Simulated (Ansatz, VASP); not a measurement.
Al2O3 in VASP and in Ansatz

```
CELL_PARAMETERS angstrom
2.40435 1.38815 4.37450
-2.40435 1.38815 4.37450
0.00000 -2.77631 4.37450
ATOMIC_POSITIONS crystal
Al 0.35215 0.35215 0.35215
Al 0.14785 0.14785 0.14785
Al 0.64785 0.64785 0.64785
Al 0.85215 0.85215 0.85215
O 0.55617 0.94383 0.25000
O 0.25000 0.55617 0.94383
O 0.94383 0.25000 0.55617
O 0.44383 0.05617 0.75000
O 0.75000 0.44383 0.05617
O 0.05617 0.75000 0.44383
```

Alike in both runs: functional PBE; k mesh 6 × 6 × 6; occupations gaussian, width 0.02 eV; no spin polarisation.

Ansatz relaxed the structure, and its values are those at the end. VASP's run is a single point on that final structure, the one shown.

```csv
,VASP,Ansatz
version,VASP 6.6.1,Ansatz 0.2.0
potentials or method,"VASP PAW PBE potentials, release 64 (Al, O), cutoff 520 eV","scalar-relativistic, plane waves, PAW"
valence electrons in the cell,48,48
```

|  | VASP | Ansatz | Ansatz less VASP |
| --- | --- | --- | --- |
| gap on the k mesh at the Fermi level (eV) | 5.85 | 5.85 | +0.004 |
| least direct gap on the mesh (eV) | 5.85 | 5.85 | +0.004 |
| pressure (GPa) | -0.1 | 0.0 | +0.16 |
